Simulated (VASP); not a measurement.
Wanted: the native input for a VASP 6.6.1 run.

```
Task                   : relaxation of cell and atoms
Functional             : PBE
Dispersion             : D3(BJ)
Potentials or basis    : VASP PAW PBE potentials, release 64 (B, N)
Cutoff                 : 600 eV
k mesh                 : 12 × 12 × 4
Occupations            : gaussian, width 0.02 eV
Spin                   : no spin polarisation
Dipole correction      : no
Further INCAR settings : ALGO = Normal; EDIFF = 1e-07; IBRION = 2; EDIFFG = -0.005; NSW = 100; ISIF = 3
```

The structure of BN lies in POSCAR:

```
BN
1.0
    2.5099983704      0.0000000000      0.0000000000
   -1.2549991852      2.1737223522      0.0000000000
    0.0000000000      0.0000000000      6.6900000000
B N
2 2
Direct
    0.0000000000      0.0000000000      0.5000000000
    0.3333333333      0.6666666667      0.0000000000
    0.0000000000      0.0000000000      0.0000000000
    0.6666666667      0.3333333333      0.5000000000
```

These files were run (other wordings do the same):

INCAR

```
PREC     = Accurate       # precision mode
ENCUT    = 600            # plane-wave cutoff, eV
EDIFF    = 1E-7           # SCF threshold, eV
ISMEAR   = 0              # smearing method
SIGMA    = 0.02           # smearing width, eV
LREAL    = F              # projectors in reciprocal space
LASPH    = T              # aspherical terms in the spheres
NELM     = 80             # most SCF steps
ALGO     = Normal         # electronic algorithm
ISIF     = 3              # what is computed and relaxed
LWAVE    = F              # write WAVECAR
LCHARG   = F              # write CHGCAR
GGA      = PE             # functional
IVDW     = 12             # dispersion correction
IBRION   = 2              # ionic algorithm
NSW      = 100            # ionic steps
EDIFFG   = -0.005         # ionic threshold
```

KPOINTS

```
Automatic mesh
0
Gamma
  12 12 4
```

Potentials or basis: VASP PAW PBE potentials, release 64 (B, N).

The run is started by

```sh
$ cat potpaw_PBE.64/B/POTCAR potpaw_PBE.64/N/POTCAR > POTCAR
$ mpirun -np 1 vasp_std > vasp.out
```

Results of the run:

```json
{"Relaxed volume": "8.88 Å³/atom", "Relaxed cell": "a = 2.506 Å, b = 2.506 Å, c = 6.535 Å, α = 90.00°, β = 90.00°, γ = 120.00°", "Space group after relaxing (to 0.1 Å)": "P-6m2 (No. 187)", "Energy gained by relaxing": "0.6 meV/atom", "Ionic steps": "10", "Pressure after relaxing": "0.0 GPa", "Band gap on the k mesh": "4.34 eV (least direct gap 4.45 eV)", "Dispersion energy per atom": "-0.144 eV"}
```

It took 3.1 min on 1 thread of Intel(R) Xeon(R) Platinum 8488C (Sapphire Rapids) (shared host), peak memory 0.18 GiB.
